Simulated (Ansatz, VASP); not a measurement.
**MgF2 in VASP and in Ansatz**

The input POSCAR:

```
MgF2
1.0
    4.7144563145      0.0000000000      0.0000000000
    0.0000000000      4.7144563145      0.0000000000
    0.0000000000      0.0000000000      3.0108253243
Mg F
2 4
Direct
    0.0000000000      0.0000000000      0.0000000000
    0.5000000000      0.5000000000      0.5000000000
    0.3029803955      0.3029803955      0.0000000000
    0.1970196045      0.8029803955      0.5000000000
    0.8029803955      0.1970196045      0.5000000000
    0.6970196045      0.6970196045      0.0000000000
```

Contents of INCAR.step1:

```
SYSTEM = MgF2
ALGO = Normal
EDIFF = 1E-5
ENCUT = 520
GGA = PE
GGA_COMPAT = .False.
ISIF = 2
ISMEAR = 0
KPAR = 4
LASPH = .True.
LREAL = .False.
LWAVE = .True.
NBANDS = 25
NELM = 120
PREC = Accurate
SIGMA = 0.01
```

The input INCAR.step2:

```
SYSTEM = MgF2
ALGO = Normal
EDIFF = 1E-6
ENCUT = 520
GGA = PE
GGA_COMPAT = .False.
HFSCREEN = 0.2079
ISIF = 2
ISMEAR = 0
ISTART = 1
KPAR = 4
LASPH = .True.
LCHARG = .True.
LHFCALC = .True.
LREAL = .False.
LVHAR = .True.
LWAVE = .False.
NBANDS = 25
NELM = 120
PREC = Accurate
PRECFOCK = Normal
SIGMA = 0.01
```

The input KPOINTS:

```
k-points
0
Gamma
  4 4 6
  0 0 0
```

Input for Ansatz:

```yaml
crystal:
  lattice:
    - [4.7144563145, 0.0, 0.0]
    - [0.0, 4.7144563145, 0.0]
    - [0.0, 0.0, 3.0108253243]
  atoms:
    - { symbol: Mg, position: [0.0, 0.0, 0.0] }
    - { symbol: Mg, position: [0.5, 0.5, 0.5] }
    - { symbol: F, position: [0.3029803955, 0.3029803955, 0.0] }
    - { symbol: F, position: [0.1970196045, 0.8029803955, 0.5] }
    - { symbol: F, position: [0.8029803955, 0.1970196045, 0.5] }
    - { symbol: F, position: [0.6970196045, 0.6970196045, 0.0] }
kpoints:
  mp_grid: { grid: [4, 4, 6] }
  band_path:
    path:
      - [0.0, 0.0, 0.0]
      - [0.0, 0.5, 0.0]
      - [0.5, 0.5, 0.0]
      - [0.0, 0.0, 0.5]
      - [0.0, 0.5, 0.5]
      - [0.5, 0.5, 0.5]
    npoints: 1
hamiltonian:
  xc: hse06
scf:
  occupations: { method: fixed }
  n_extra_bands: 5
output:
  forces: true
  stress: true
  eigenvalues: true
```

Change from the starting cell: epitaxial_xy strain +2.0%.

Alike in both runs: task single point; functional HSE06; k mesh 4 × 4 × 6; no spin polarisation.

|  | VASP | Ansatz |
| --- | --- | --- |
| version | VASP 6.6.1 | Ansatz 0.2.0 |
| potentials or method | VASP PAW PBE potentials, release 64 (Mg, F) | plane waves, PAW |
| plane-wave cutoff (eV) | 520 | 420 |
| occupations | gaussian, width 0.01 eV | fixed |
| valence electrons in the cell | 32 | 48 |

```tsv
	VASP	Ansatz	Ansatz less VASP
gap on the k mesh at the Fermi level (eV)	9.25	9.31	+0.063
pressure (GPa)	-1.8	-1.4	+0.40
traceless stress, the component that is largest in VASP (GPa)	2.41	2.36	-0.048
rms of the force components (eV/Å)	0.013	0.018	+0.0044
```

Atom by atom the forces differ by 0.004 eV/Å (rms over components). VASP's potentials hold 32 valence electrons a cell and Ansatz's 48, so a difference there can come from the potentials and not from the codes. Ansatz's warnings: stress exchange threshold loose, stress scf threshold loose.
